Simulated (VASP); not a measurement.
# AgBr (Fm-3m) in VASP: a series of runs, part 2 of 2

VASP 6.6.1.

### 4 Single point, r2SCAN

This run uses another cell than the first one, of 23.26 Å³/atom, 1.033 times its volume.

The input, POSCAR:

```
AgBr
1.0
    2.8545261007      2.8545261007      0.0000000000
   -2.8545261007      2.8545261007      0.0000000000
    0.0000000000      2.8545261007      2.8545261007
Ag Br
1 1
Direct
    0.0000000000      0.0000000000      0.0000000000
    0.5000000000      0.5000000000      0.0000000000
```

The input, INCAR.step1:

```
SYSTEM = AgBr
ALGO = Normal
EDIFF = 1E-5
ENCUT = 550
GGA = PE
GGA_COMPAT = .False.
ISMEAR = 0
LASPH = .True.
LCHARG = .False.
LREAL = .False.
LWAVE = .True.
NBANDS = 16
NELM = 120
PREC = Accurate
SIGMA = 0.01
```

The input, INCAR.step2:

```
SYSTEM = AgBr
ALGO = Normal
EDIFF = 1E-6
ENCUT = 550
GGA_COMPAT = .False.
ISIF = 2
ISMEAR = 0
ISTART = 1
LASPH = .True.
LCHARG = .True.
LELF = .True.
LMIXTAU = .True.
LREAL = .False.
LVHAR = .True.
LWAVE = .False.
METAGGA = R2SCAN
NBANDS = 16
NELM = 120
PREC = Accurate
SIGMA = 0.01
```

The input, KPOINTS:

```
k-points
0
Gamma
  8 8 8
  0 0 0
```

Potentials or basis: VASP PAW PBE potentials, release 64 (Ag, Br).

On the command line:

```bash
$ cat potpaw_PBE.64/Ag/POTCAR potpaw_PBE.64/Br/POTCAR > POTCAR
$ cp INCAR.step1 INCAR
$ mpirun -np 1 vasp_std > vasp.out
$ cp INCAR.step2 INCAR
$ mpirun -np 1 vasp_std > vasp.out
```

OUTCAR:

```text
SYSTEM = AgBr
   EDIFF = 1E-6
   ENCUT = 550
   ISIF = 2
   ISMEAR = 0
   ISTART = 1
   LASPH = .True.
   LREAL = .False.
   METAGGA = R2SCAN
   NELM = 120
   PREC = Accurate

 ion  position               nearest neighbor table
   1  0.000  0.000  0.000-   2 2.85   2 2.85   2 2.85   2 2.85   2 2.85   2 2.85
   2  0.500  0.500  0.000-   1 2.85   1 2.85   1 2.85   1 2.85   1 2.85   1 2.85

  LATTYP: Found a face centered cubic cell.
 ALAT       =     5.7090522014

  Lattice vectors:

 A1 = (   0.0000000000,   2.8545261007,   2.8545261007)
 A2 = (   2.8545261007,   0.0000000000,   2.8545261007)
 A3 = (   2.8545261007,   2.8545261007,   0.0000000000)

Analysis of symmetry for initial positions (statically):
=====================================================================
 Subroutine PRICEL returns:
 Original cell was already a primitive cell.

 Routine SETGRP: Setting up the symmetry group for a
 face centered cubic supercell.

 Subroutine GETGRP returns: Found 48 space group operations
 (whereof 48 operations were pure point group operations)
 out of a pool of 48 trial point group operations.

The static configuration has the point symmetry O_h .

Analysis of symmetry for dynamics (positions and initial velocities):
=====================================================================
 Subroutine PRICEL returns:
 Original cell was already a primitive cell.

 Routine SETGRP: Setting up the symmetry group for a
 face centered cubic supercell.

 Subroutine GETGRP returns: Found 48 space group operations
 (whereof 48 operations were pure point group operations)
 out of a pool of 48 trial point group operations.

The dynamic configuration has the point symmetry O_h .

 Subroutine INISYM returns: Found 48 space group operations
 (whereof 48 operations are pure point group operations),
 and found     1 'primitive' translations

----------------------------------------------------------------------------------------

                                     Primitive cell

  volume of cell :      46.5192

  direct lattice vectors                    reciprocal lattice vectors
     2.854526101  2.854526101  0.000000000     0.175160423  0.175160423 -0.175160423
    -2.854526101  2.854526101  0.000000000    -0.175160423  0.175160423 -0.175160423
     0.000000000  2.854526101  2.854526101     0.000000000  0.000000000  0.350320847

  length of vectors
     4.036909526  4.036909526  4.036909526     0.303386753  0.303386753  0.350320847

  position of ions in fractional coordinates (direct lattice)
     0.000000000  0.000000000  0.000000000
     0.500000000  0.500000000  0.000000000

  ion indices of the primitive-cell ions
   primitive index   ion index
                 1           1
                 2           2

----------------------------------------------------------------------------------------

 KPOINTS: k-points

Automatic generation of k-mesh.
 Grid dimensions read from file:
 generate k-points for:    8    8    8

 Generating k-lattice:

  Cartesian coordinates                     Fractional coordinates (reciprocal lattice)
     0.021895053  0.021895053 -0.021895053     0.125000000  0.000000000  0.000000000
    -0.021895053  0.021895053 -0.021895053     0.000000000  0.125000000  0.000000000
     0.000000000  0.000000000  0.043790106     0.000000000  0.000000000  0.125000000

  Length of vectors
     0.037923344  0.037923344  0.043790106

  Shift w.r.t. Gamma in fractional coordinates (k-lattice)
     0.000000000  0.000000000  0.000000000

 Subroutine IBZKPT returns following result:
 ===========================================

 Found     29 irreducible k-points:

 Following reciprocal coordinates:
            Coordinates               Weight
  0.000000  0.000000  0.000000      1.000000
  0.125000  0.000000  0.000000      8.000000
  0.250000  0.000000  0.000000      8.000000
  0.375000  0.000000  0.000000      8.000000
  0.500000  0.000000  0.000000      4.000000
  0.125000  0.125000  0.000000     12.000000
[... 16 lines left out ...]
  0.375000  0.250000  0.125000     48.000000
  0.500000  0.250000  0.125000     24.000000
 [... further k-points ...]
   k-points           NKPTS =     29   k-points in BZ     NKDIM =     29   number of bands    NBANDS=     16
   number of dos      NEDOS =    301   number of ions     NIONS =      2
   total plane-waves  NPLWV =  32768
   dimension x,y,z NGX =    32 NGY =   32 NGZ =   32
   dimension x,y,z NGXF=    64 NGYF=   64 NGZF=   64
   ions per type =               1   1
   NGX,Y,Z   is equivalent  to a cutoff of  13.18, 13.18, 13.18 a.u.
   NGXF,Y,Z  is equivalent  to a cutoff of  26.36, 26.36, 26.36 a.u.
 SYSTEM =  AgBr
   PREC   = accura    normal or accurate (medium, high low for compatibility)
   ISTART =      1    job   : 0-new  1-cont  2-samecut
   ICHARG =      0    charge: 1-file 2-atom 10-const
   ISPIN  =      1    spin polarized calculation?
   LNONCOLLINEAR =      F non collinear calculations
   LSORBIT =      F    spin-orbit coupling
   LASPH  =      T    aspherical Exc in radial PAW
   ENCUT  =  550.0 eV  40.42 Ry    6.36 a.u.   7.72  7.72  7.72*2*pi/ulx,y,z
   NELM   =    120;   NELMIN=  2; NELMDL=  0     # of ELM steps
   EDIFF  = 0.1E-05   stopping-criterion for ELM
   LREAL  =      F    real-space projection
   EDIFFG = 0.1E-04   stopping-criterion for IOM
   NSW    =      0    number of steps for IOM
   IBRION =     -1    ionic relax: 0-MD 1-quasi-New 2-CG
   NFREE  =      0    steps in history (QN), initial steepest desc. (CG)
   ISIF   =      2    stress and relaxation
   ISYM   =      2    0-nonsym 1-usesym 2-fastsym
   POTIM  = 0.5000    time-step for ionic-motion
   TEBEG  =    0.0;   TEEND  =   0.0 temperature during run
   PSTRESS=    0.0 pullay stress
   NELECT =      18.0000    total number of electrons
   NUPDOWN=      -1.0000    fix difference up-down
   EMIN   =  10.00;   EMAX   =-10.00  energy-range for DOS
   EFERMI =   0.00;   METHOD = LEGACY
   ISMEAR =     0;   SIGMA  =   0.01  broadening in eV -4-tet -1-fermi 0-gaus
   EFERMI_NEDOS =   21; number of points for ismear=-14 and -15
   IALGO  =     38    algorithm
   IMIX   =      4    mixing-type and parameters
     AMIX     =   0.40;   BMIX     =  1.00
     AMIX_MAG =   1.60;   BMIX_MAG =  1.00
  volume/ion in A,a.u.               =      23.26       156.96
  Fermi-wavevector in a.u.,A,eV,Ry     =   1.192948  2.254346 19.362802  1.423126
  Thomas-Fermi vector in A             =   2.328974
   LORBIT       =      0    0 simple, 1 ext, 2 COOP (PROOUT), +10 PAW based schemes
   METAGGA = R2SCAN    functional components
   LHFCALC =     F    Hartree Fock is set to
   AEXX    =    0.0000 exact exchange contribution
   IVDW    =     0    specifies the selected vdW correction
   LEPSILON=     F    determine dielectric tensor
   LRPA    =     F    only Hartree local field effects (RPA)
 non-spin polarized calculation
 Gauss-broadening in eV      SIGMA  =   0.01
  energy-cutoff  :      550.00
  volume of cell :       46.52
 maximum number of plane-waves:      1380
   NGX = 15   NGY = 15   NGZ = 15

 number of electron      18.0000000 magnetization

 Free energy of the ion-electron system (eV)
  ---------------------------------------------------
  ext. energy  EPLUGINS =         0.00000000
  ---------------------------------------------------
  free energy    TOTEN  =       -35.50311955 eV

  energy without entropy =      -35.50311955  energy(sigma->0) =      -35.50311955

 E-fermi :   3.6047     XC(G=0): -10.4595

 val. band max:        3.5267796965   @ k =   0.5000   0.0000   0.0000
 cond. band min:       4.7745053936   @ k =   0.0000   0.0000   0.0000
 fundamental gap:      1.2477256971
 Fermi energy:         3.6046630189

 k-point     1 :       0.0000    0.0000    0.0000
  band No.  band energies     occupation
      1     -12.1945      2.00000
      2       0.6742      2.00000
      3       0.6742      2.00000
      4       0.6742      2.00000
      5       0.6809      2.00000
      6       0.6809      2.00000
[... 8 lines left out ...]
     15      16.2627      0.00000
     16      16.2627      0.00000
[... 419 lines left out ...]
 k-point    24 :       0.5000    0.2500    0.1250
  band No.  band energies     occupation
      1     -11.6850      2.00000
      2      -1.5133      2.00000
      3      -0.7540      2.00000
      4      -0.7212      2.00000
      5       0.9412      2.00000
      6       0.9956      2.00000
[... 8 lines left out ...]
     15      16.9237      0.00000
     16      18.6385      0.00000

 [... further k-points ...]
[... 5 lines left out ...]
  --------------------------------------------------------------------------------------
  -------------------------------------------------------------------------------------
  Total        0.5654491      0.5654491      0.5654491      0.0000000      0.0000000     -0.0000000
  in kB       19.4747570     19.4747570     19.4747570      0.0000000      0.0000000     -0.0000000
  external PRESSURE =      19.4747570 kB  Pullay stress =       0.0000000 kB

 VOLUME and BASIS-vectors are now :
 -----------------------------------------------------------------------------
  energy-cutoff  :      550.00
  volume of cell :       46.52
      direct lattice vectors                 reciprocal lattice vectors
     2.854526101  2.854526101  0.000000000     0.175160423  0.175160423 -0.175160423
    -2.854526101  2.854526101  0.000000000    -0.175160423  0.175160423 -0.175160423
     0.000000000  2.854526101  2.854526101     0.000000000  0.000000000  0.350320847

 POSITION                                       TOTAL-FORCE (eV/Angst)
 -----------------------------------------------------------------------------------
      0.00000      0.00000      0.00000        -0.000000      0.000000      0.000000
      0.00000      2.85453      0.00000         0.000000     -0.000000      0.000000
 -----------------------------------------------------------------------------------
    total drift:                                0.000000     -0.000000     -0.000000

  FREE ENERGIE OF THE ION-ELECTRON SYSTEM (eV)
  ---------------------------------------------------
  free  energy   TOTEN  =       -35.5031195508 eV

  energy  without entropy=      -35.5031195508  energy(sigma->0) =      -35.50311955
```

Run time: 48 s. Hardware: 1 thread of AMD EPYC 9R45 (Zen 5), shared host; peak memory 0.16 GiB.

Results:

```yaml
Free_energy: -35.5031 eV
Pressure: 1.9 GPa
Band_gap_on_the_k_mesh: 1.25 eV, indirect (least direct gap 3.34 eV)
```

Levels at points of the mesh, in eV from the valence-band top:
```
           k point  band 6  band 7  band 8  band 9  band 10  band 11  band 12  band 13
(0.00, 0.00, 0.00)   -2.85   -2.10   -2.10   -2.10     1.25    10.41    10.41    10.41
(0.50, 0.00, 0.00)   -2.54   -2.18    0.00    0.00     4.20     7.33     7.33     7.33
(0.50, 0.50, 0.00)   -2.68   -2.43   -2.43   -2.29     2.11     7.39     9.79    11.97
```

Caveat: the PAW data sets were made with another functional, which shifts forces and pressure a little.

### 5 Single point, r2SCAN

This run uses another cell than the first one, of 24.20 Å³/atom, 1.075 times its volume.

The input, POSCAR:

```
AgBr
1.0
    2.8925452821      2.8925452821      0.0000000000
   -2.8925452821      2.8925452821      0.0000000000
    0.0000000000      2.8925452821      2.8925452821
Ag Br
1 1
Direct
    0.0000000000      0.0000000000      0.0000000000
    0.5000000000      0.5000000000      0.0000000000
```

The input, INCAR.step1:

```
PREC = Accurate
ENCUT = 550
ISMEAR = 0
SIGMA = 0.01
LREAL = F
LASPH = T
NELM = 120
NBANDS = 16
GGA = PE
ALGO = Normal
EDIFF = 1E-5
LWAVE = T
LCHARG = F
GGA_COMPAT = F
```

The input, INCAR.step2:

```
PREC = Accurate
ENCUT = 550
EDIFF = 1E-6
ISMEAR = 0
SIGMA = 0.01
LREAL = F
LASPH = T
NELM = 120
ALGO = Normal
ISIF = 2
LWAVE = F
LCHARG = T
METAGGA = R2SCAN
LMIXTAU = T
LELF = T
LVHAR = T
NBANDS = 16
ISTART = 1
GGA_COMPAT = F
```

The input, KPOINTS:

```
Automatic mesh
0
Gamma
  8 8 8
```

On the command line:

```bash
$ cat potpaw_PBE.64/Ag/POTCAR potpaw_PBE.64/Br/POTCAR > POTCAR
$ cp INCAR.step1 INCAR
$ mpirun -np 1 vasp_std > vasp.out
$ cp INCAR.step2 INCAR
$ mpirun -np 1 vasp_std > vasp.out
```

Run time: 43 s. Hardware: 1 thread of AMD EPYC 9R45 (Zen 5), shared host; peak memory 0.16 GiB.

It converged, with:

| Item | Value |
| --- | --- |
| Free energy | -35.5144 eV |
| Pressure | -0.1 GPa |
| Band gap on the k mesh | 1.25 eV, indirect (least direct gap 3.19 eV) |

Levels at points of the mesh, in eV from the valence-band top:
```
           k point  band 5  band 6  band 7  band 8  band 9  band 10  band 11  band 12  band 13  band 14
(0.00, 0.00, 0.00)   -2.67   -2.67   -1.94   -1.94   -1.94     1.25    10.42    10.42    10.42    11.65
(0.50, 0.00, 0.00)   -2.40   -2.40   -2.06    0.00    0.00     4.30     7.09     7.41     7.41    12.74
(0.50, 0.50, 0.00)   -2.81   -2.52   -2.30   -2.30   -2.19     2.19     7.45     9.61    11.77    11.77
```

Caveat: the PAW data sets were made with another functional, which shifts forces and pressure a little.

### 6 Single point, r2SCAN

This run uses another cell than the first one, of 25.45 Å³/atom, 1.130 times its volume.

The input, POSCAR:

```
AgBr
1.0
    2.9412737835      2.9412737835      0.0000000000
   -2.9412737835      2.9412737835      0.0000000000
    0.0000000000      2.9412737835      2.9412737835
Ag Br
1 1
Direct
    0.0000000000      0.0000000000      0.0000000000
    0.5000000000      0.5000000000      0.0000000000
```

The input, INCAR.step1:

```
PREC     = Accurate       # precision mode
ENCUT    = 550            # plane-wave cutoff, eV
ISMEAR   = 0              # smearing method
SIGMA    = 0.01           # smearing width, eV
LREAL    = False          # projectors in reciprocal space
LASPH    = True           # aspherical terms in the spheres
NELM     = 120            # most SCF steps
NBANDS   = 16             # bands
GGA      = PE             # functional
ALGO     = Normal         # electronic algorithm
EDIFF    = 1E-5           # SCF threshold, eV
LWAVE    = True           # write WAVECAR
LCHARG   = False          # write CHGCAR
GGA_COMPAT= False
```

The input, INCAR.step2:

```
PREC     = Accurate       # precision mode
ENCUT    = 550            # plane-wave cutoff, eV
EDIFF    = 1E-6           # SCF threshold, eV
ISMEAR   = 0              # smearing method
SIGMA    = 0.01           # smearing width, eV
LREAL    = False          # projectors in reciprocal space
LASPH    = True           # aspherical terms in the spheres
NELM     = 120            # most SCF steps
ALGO     = Normal         # electronic algorithm
ISIF     = 2              # what is computed and relaxed
LWAVE    = False          # write WAVECAR
LCHARG   = True           # write CHGCAR
METAGGA  = R2SCAN         # meta-GGA
LMIXTAU  = True         
LELF     = True           # ELF
LVHAR    = True         
NBANDS   = 16             # bands
ISTART   = 1            
GGA_COMPAT= False
```

KPOINTS is that of step 5.

Potentials or basis: VASP PAW PBE potentials, release 64 (Ag, Br).

On the command line:

```bash
$ cat potpaw_PBE.64/Ag/POTCAR potpaw_PBE.64/Br/POTCAR > POTCAR
$ cp INCAR.step1 INCAR
$ mpirun -np 1 vasp_std > vasp.out
$ cp INCAR.step2 INCAR
$ mpirun -np 1 vasp_std > vasp.out
```

Run time: 45 s. Hardware: 1 thread of AMD EPYC 9R45 (Zen 5), shared host; peak memory 0.17 GiB.

Results (log left out):

```yaml
Free_energy: -35.4979 eV
Pressure: -2.1 GPa
Band_gap_on_the_k_mesh: 1.25 eV, indirect (least direct gap 3.01 eV)
```

Levels at points of the mesh, in eV from the valence-band top:
```
           k point  band 5  band 6  band 7  band 8  band 9  band 10  band 11  band 12  band 13  band 14
(0.00, 0.00, 0.00)   -2.48   -2.48   -1.76   -1.76   -1.76     1.25    10.43    10.43    10.43    11.71
(0.50, 0.00, 0.00)   -2.24   -2.24   -1.92    0.00    0.00     4.43     6.79     7.50     7.50    12.60
(0.50, 0.50, 0.00)   -2.56   -2.35   -2.15   -2.15   -2.07     2.30     7.53     9.40    11.51    11.51
```

Caveat: the PAW data sets were made with another functional, which shifts forces and pressure a little.

### 7 Summary

| cell | gap on the mesh (eV) | pressure (GPa) |
| --- | --- | --- |
| a = 3.993 Å, angles 60.0, 60.0, 90.0°, 2 atoms | 1.26 | 3.9 |
| a = 4.037 Å, angles 60.0, 60.0, 90.0°, 2 atoms | 1.25 | 1.9 |
| a = 4.091 Å, angles 60.0, 60.0, 90.0°, 2 atoms | 1.25 | -0.1 |
| a = 4.160 Å, angles 60.0, 60.0, 90.0°, 2 atoms | 1.25 | -2.1 |

Alike in all rows: task single point; level r2SCAN; potentials or basis VASP PAW PBE potentials, release 64 (Ag, Br); no spin polarisation; k mesh 8 × 8 × 8; cutoff (eV) 550; smearing gaussian 0.01 eV.

Caveats: the PAW data sets were made with another functional, which shifts forces and pressure a little.

Total energies depend on the potentials used, so only differences within one code and one set of settings carry meaning.
